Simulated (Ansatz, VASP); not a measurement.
# One calculation of W8SeS15, two programs

```
W Se S
1.0
     6.37415    0.00000    0.00000
    -3.18707    5.52017    0.00000
     0.00000    0.00000   12.52781
W Se S
8 1 15
Cartesian
  0.0000 1.8401 3.1320
  -1.5935 4.6001 3.1320
  3.1871 1.8401 3.1320
  1.5935 4.6001 3.1320
  1.5935 0.9200 9.3959
  0.0000 3.6801 9.3959
  4.7806 0.9200 9.3959
  3.1871 3.6801 9.3959
  0.0000 1.8401 7.8299
  -1.5935 4.6001 7.8299
  3.1871 1.8401 7.8299
  1.5935 4.6001 7.8299
  1.5935 0.9200 1.5660
  0.0000 3.6801 1.5660
  4.7806 0.9200 1.5660
  3.1871 3.6801 1.5660
  0.0000 1.8401 10.9618
  -1.5935 4.6001 10.9618
  3.1871 1.8401 10.9618
  1.5935 4.6001 10.9618
  1.5935 0.9200 4.6979
  0.0000 3.6801 4.6979
  4.7806 0.9200 4.6979
  3.1871 3.6801 4.6979
```

Alike in both runs: task single point; functional PBE; dispersion D3(BJ); k mesh 3 × 3 × 2; occupations gaussian, width 0.1 eV; no spin polarisation.

|  | VASP | Ansatz |
| --- | --- | --- |
| version | VASP 6.6.1 | Ansatz 0.2.0 |
| potentials or method | VASP PAW PBE potentials, release 64 (W_sv, Se, S), cutoff 520 eV | scalar-relativistic, plane waves, PAW |
| valence electrons in the cell | 208 | 218 |

VASP gave:

* gap on the k mesh at the Fermi level (eV): 1.04
* least direct gap on the mesh (eV): 1.58
* pressure (GPa): -0.9
* traceless stress, the component that is largest in VASP (GPa): 1.50
* rms of the force components (eV/Å): 0.508

Q: Estimate Ansatz's values.

A: gap on the k mesh at the Fermi level (eV): 1.03; least direct gap on the mesh (eV): 1.58; pressure (GPa): -0.9; traceless stress, the component that is largest in VASP (GPa): 1.49; rms of the force components (eV/Å): 0.498.

Atom by atom the forces differ by 0.011 eV/Å (rms over components). VASP's potentials hold 208 valence electrons a cell and Ansatz's 218, so a difference there can come from the potentials and not from the codes.

Spin-orbit coupling is off throughout.
